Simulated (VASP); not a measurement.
# Ga: single point with PBE

Ga:

```
Ga
1.0
    -1.38440    1.38440    2.31122
     1.38440   -1.38440    2.31122
     1.38440    1.38440   -2.31122
Ga
1
Direct
  0.00000 0.00000 0.00000
```

```yaml
Program: VASP 6.6.1
Task: single point
Functional: PBE
Potentials_or_basis: VASP PAW PBE potentials, release 64 (Ga_d)
Cutoff: 520 eV
k_mesh: 13 × 13 × 13
Occupations: gaussian, width 0.028 eV
Spin: no spin polarisation
Dipole_correction: no
Further_INCAR_settings: ALGO = Normal; EDIFF = 1e-06; NBANDS = 12
```

The pressure is 3.6 GPa and the band gap on the k mesh is zero (an odd number of electrons rules out a gap without spin polarisation).

Stress tensor (GPa, compression positive):
```
3.59 0.00 0.00
0.00 3.59 0.00
0.00 0.00 3.48
```

Levels at points of the mesh, in eV from the Fermi level:
```csv
k point,band 2,band 3,band 4,band 5,band 6,band 7,band 8,band 9,band 10,band 11
"(0.00, 0.00, 0.00)",-14.90,-14.87,-14.87,-14.70,-11.49,12.74,13.05,13.05,16.42,16.63
```

Wall time 44 s on 1 thread of Intel Xeon 8259CL, with other jobs on the host, peak memory 0.16 GiB.

Caveat: the cell stands under pressure.
